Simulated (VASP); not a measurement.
Input of a VASP 6.6.1 run:

The input POSCAR:

```
Li
1.0
    0.0000000000      2.9269741260      2.9269741260
    2.9269741260      0.0000000000      2.9269741260
    2.9269741260      2.9269741260      0.0000000000
Li
2
Direct
    1.0000000000      1.0000000000      1.0000000000
    0.2500000000      0.2500000000      0.2500000000
```

INCAR.step1

```
SYSTEM = Li
PREC = Accurate ; ENCUT = 830
ISMEAR = 0 ; SIGMA = 0.05
LREAL = .FALSE. ; LASPH = .TRUE.
NELM = 120 ; NBANDS = 10
GGA = PE ; ALGO = Normal
EDIFF = 1E-5 ; LWAVE = .TRUE.
LCHARG = .FALSE. ; GGA_COMPAT = .FALSE.
```

File INCAR.step2:

```
SYSTEM = Li
PREC = Accurate ; ENCUT = 830
EDIFF = 1E-6 ; ISMEAR = 0
SIGMA = 0.05 ; LREAL = .FALSE.
LASPH = .TRUE. ; NELM = 120
ALGO = Normal ; ISIF = 2
LWAVE = .FALSE. ; LCHARG = .TRUE.
METAGGA = R2SCAN ; LMIXTAU = .TRUE.
LELF = .TRUE. ; LVHAR = .TRUE.
NBANDS = 10 ; ISTART = 1
GGA_COMPAT = .FALSE.
```

Contents of KPOINTS:

```
Automatic mesh
0
G
  6 6 6
  0 0 0
```

Potentials or basis: VASP PAW PBE potentials, release 64 (Li_sv).

Run with:

```console
$ cat potpaw_PBE.64/Li_sv/POTCAR > POTCAR
$ cp INCAR.step1 INCAR
$ mpirun -np 1 vasp_std > vasp.out
$ cp INCAR.step2 INCAR
$ mpirun -np 1 vasp_std > vasp.out
```

Q: Predict the pressure.

A: 0.1 GPa.

Q: Predict the band gap on the k mesh.

A: Zero (bands 3 and 4 overlap by 0.68 eV).

Caveat: the PAW data sets were made with another functional, which shifts forces and pressure a little.
